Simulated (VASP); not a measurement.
Wanted: the native input for a VASP 6.6.1 run.

```yaml
Task: single point
Functional: PBE
Potentials_or_basis: VASP PAW PBE potentials, release 64 (Cu, O)
Cutoff: 520 eV
k_mesh: 9 × 9 × 5
Occupations: fermi-dirac, width 0.1 eV
Spin: no spin polarisation
Dipole_correction: no
k_mesh_for_the_DOS: 14 × 14 × 8
Occupations_for_the_DOS: tetrahedron
Further_INCAR_settings: ALGO = Normal; EDIFF = 1e-07; NBANDS = 25
```

Crystal: CuO.

```
Cu O
1.0
     2.37467    1.76683    0.00000
     2.37467   -1.76683    0.00000
     0.77458    0.00000   -5.14442
Cu O
2 2
Direct
  0.50000 0.00000 0.00000
  0.00000 0.50000 0.50000
  0.45170 0.54830 0.75000
  0.54830 0.45170 0.25000
```

The input as run:

POSCAR

```
CuO
1.0
    2.3746750000      1.7668290000      0.0000000000
    2.3746750000     -1.7668290000      0.0000000000
    0.7745790000      0.0000000000     -5.1444240000
Cu O
2 2
Direct
    0.5000000000      0.0000000000      0.0000000000
    0.0000000000      0.5000000000      0.5000000000
    0.4517000000      0.5483000000      0.7500000000
    0.5483000000      0.4517000000      0.2500000000
```

INCAR.step1

```
  PREC = Accurate
  ENCUT = 520
  EDIFF = 1E-7
  ISMEAR = -1
  SIGMA = 0.1
  LREAL = F
  LASPH = T
  NELM = 100
  ALGO = Normal
  ISIF = 2
  LWAVE = F
  LCHARG = T
  LMAXMIX = 4
  GGA = PE
  NBANDS = 25
```

KPOINTS.step1

```
regular mesh
0
Gamma
  9 9 5
```

INCAR.step2

```
  PREC = Accurate
  ENCUT = 520
  EDIFF = 1E-7
  ISMEAR = -5
  SIGMA = 0.1
  LREAL = F
  LASPH = T
  NELM = 100
  ALGO = Normal
  ISIF = 2
  LWAVE = F
  LCHARG = F
  LMAXMIX = 4
  GGA = PE
  LORBIT = 10
  NBANDS = 25
  NEDOS = 2001
  ICHARG = 11
```

KPOINTS.step2

```
regular mesh
0
Gamma
  14 14 8
```

Potentials or basis: VASP PAW PBE potentials, release 64 (Cu, O).

Launch:

```bash
$ cat potpaw_PBE.64/Cu/POTCAR potpaw_PBE.64/O/POTCAR > POTCAR
$ cp INCAR.step1 INCAR
$ cp KPOINTS.step1 KPOINTS
$ mpirun -np 1 vasp_std > vasp.out
$ cp INCAR.step2 INCAR
$ cp KPOINTS.step2 KPOINTS
$ mpirun -np 1 vasp_std > vasp.out
```

It gave:

```yaml
Valence_electrons_inside_the_program's_atomic_spheres: Cu 9.87; O 4.94
```

Wall time 4.3 min on 1 thread of Intel(R) Xeon(R) Platinum 8375C CPU @ 2.90GHz (Ice Lake), with other jobs on the host, peak memory 0.46 GiB.
